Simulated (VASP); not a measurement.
Here is a VASP 6.6.1 calculation.

File INCAR:

```
ALGO = Normal
EDIFF = 1E-7
ENCUT = 520
GGA = PS
ISIF = 2
ISMEAR = 0
LASPH = T
LCHARG = T
LELF = T
LREAL = F
LVHAR = T
LWAVE = F
NBANDS = 27
NELM = 100
PREC = Accurate
SIGMA = 0.01
```

KPOINTS

```
k-points
0
Gamma
  6 6 6
```

POSCAR

```
InSe
1.0
    1.9309787692      1.1148515579      8.1487304061
   -1.9309787692      1.1148515579      8.1487304061
    0.0000000000     -2.2297021503      8.1487304061
In Se
2 2
Direct
    0.0000000000      0.0000000000      0.0000000000
    0.1114000000      0.1114000000      0.1114000000
    0.6165000000      0.6165000000      0.6165000000
    0.8281000000      0.8281000000      0.8281000000
```

Potentials or basis: VASP PAW PBE potentials, release 64 (In_d, Se).

Run with:

```bash
$ cat potpaw_PBE.64/In_d/POTCAR potpaw_PBE.64/Se/POTCAR > POTCAR
$ mpirun -np 1 vasp_std > vasp.out
```

Q: Predict the largest force.

A: 1.038 eV/Å.

Q: Estimate the band gap on the k mesh.

A: 0.63 eV, direct.

Forces on the atoms (eV/Å):
```
In   0.000  0.000  0.793
In   0.000  0.000 -0.807
Se   0.000  0.000 -1.024
Se   0.000  0.000  1.038
```

Caveat: the PAW data sets were made with another functional, which shifts forces and pressure a little; spin-orbit coupling is left out, which moves the levels of the heavy elements. Expect the measured gap to be larger: semilocal functionals such as PBEsol lack the derivative discontinuity.
